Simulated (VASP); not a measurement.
Wanted: the native input for a VASP 6.6.1 run.

- Task: single point
- Functional: r2SCAN
- Potentials or basis: VASP PAW PBE potentials, release 64 (Ni)
- Cutoff: 660 eV
- k mesh: 8 × 8 × 4
- Occupations: fermi-dirac, width 0.1 eV
- Spin: no spin polarisation
- Dipole correction: no
- Further INCAR settings: ALGO = Normal; EDIFF = 1e-06; NBANDS = 17

Ni:

```xyz
2
Lattice="2.4458 0.0000 0.0000 -1.2229 2.1182 0.0000 0.0000 0.0000 4.0343" Properties=species:S:1:pos:R:3 pbc="T T T"
Ni    0.0000    1.4121    1.0086
Ni    1.2229    0.7061    3.0258
```

The input as run:

POSCAR

```
Ni
1.0
    2.4458476567      0.0000000000      0.0000000000
   -1.2229238284      2.1181662045      0.0000000000
    0.0000000000      0.0000000000      4.0343469720
Ni
2
Direct
    0.3333333333      0.6666666667      0.2500000000
    0.6666666667      0.3333333333      0.7500000000
```

INCAR.step1

```
SYSTEM = Ni
PREC     = Accurate       ! precision mode
ENCUT    = 660            ! plane-wave cutoff, eV
ISMEAR   = -1             ! smearing method
SIGMA    = 0.1            ! smearing width, eV
LREAL    = .False.        ! projectors in reciprocal space
LASPH    = .True.         ! aspherical terms in the spheres
NELM     = 120            ! most SCF steps
NBANDS   = 17             ! bands
GGA      = PE             ! functional
ALGO     = Normal         ! electronic algorithm
EDIFF    = 1E-5           ! SCF threshold, eV
LWAVE    = .True.         ! write WAVECAR
LCHARG   = .False.        ! write CHGCAR
GGA_COMPAT= .False.
```

INCAR.step2

```
SYSTEM = Ni
PREC     = Accurate       ! precision mode
ENCUT    = 660            ! plane-wave cutoff, eV
EDIFF    = 1E-6           ! SCF threshold, eV
ISMEAR   = -1             ! smearing method
SIGMA    = 0.1            ! smearing width, eV
LREAL    = .False.        ! projectors in reciprocal space
LASPH    = .True.         ! aspherical terms in the spheres
NELM     = 120            ! most SCF steps
ALGO     = Normal         ! electronic algorithm
ISIF     = 2              ! what is computed and relaxed
LWAVE    = .False.        ! write WAVECAR
LCHARG   = .False.        ! write CHGCAR
METAGGA  = R2SCAN         ! meta-GGA
LMIXTAU  = .True.       
NBANDS   = 17             ! bands
ISTART   = 1            
GGA_COMPAT= .False.
```

KPOINTS

```
regular mesh
0
Gamma
  8 8 4
  0 0 0
```

Potentials or basis: VASP PAW PBE potentials, release 64 (Ni).

Launch:

```sh
$ cat potpaw_PBE.64/Ni/POTCAR > POTCAR
$ cp INCAR.step1 INCAR
$ mpirun -np 1 vasp_std > vasp.out
$ cp INCAR.step2 INCAR
$ mpirun -np 1 vasp_std > vasp.out
```

Results of the run:

* Pressure: 0.6 GPa
* Band gap on the k mesh: zero (band 10 reaches 9.67 eV, above the bottom of band 11 at 9.07 eV)

Caveat: the k points lie up to 0.39 Å⁻¹ apart; the PAW data sets were made with another functional, which shifts forces and pressure a little; the run has no spin polarisation, though such a crystal can be magnetic.

It took 46 s on 1 thread of Intel(R) Xeon(R) Platinum 8375C CPU @ 2.90GHz (Ice Lake), on a shared host, peak memory 0.15 GiB.
